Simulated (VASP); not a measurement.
CdTe, 2 atoms in the cell. It takes space group F-43m (No. 216, cubic). Conventional cell: a = 6.367 Å, b = 6.367 Å, c = 6.367 Å, α = 90.00°, β = 90.00°, γ = 90.00°. Te (site symmetry -43m) has 4 Cd at 2.76 Å within 3.6 Å. Within 3.6 Å of Cd (site symmetry -43m) lie 4 Te at 2.76 Å. 

* Program: VASP 6.6.1
* Task: single point
* Functional: revPBE
* Dispersion: D4
* Potentials or basis: VASP PAW PBE potentials, release 64 (Te, Cd)
* Cutoff: 520 eV
* k mesh: 7 × 7 × 7
* Occupations: fermi-dirac, width 0.05 eV
* Spin: no spin polarisation
* Dipole correction: no
* Further INCAR settings: ALGO = Normal; EDIFF = 1e-07; NBANDS = 16

Potentials or basis: VASP PAW PBE potentials, release 64 (Te, Cd).

Launch:

```bash
$ cat potpaw_PBE.64/Te/POTCAR potpaw_PBE.64/Cd/POTCAR > POTCAR
$ mpirun -np 1 vasp_std > vasp.out
```

Hardware: 1 thread of AMD EPYC 9R45 96-Core Processor (Zen 5) (shared host).

Estimate the wall time of this run.

Run time: 24 s on 1 thread of AMD EPYC 9R45 96-Core Processor (Zen 5), with other jobs on the host, peak memory 0.18 GiB. Counts: scf iterations 17, k points 20.
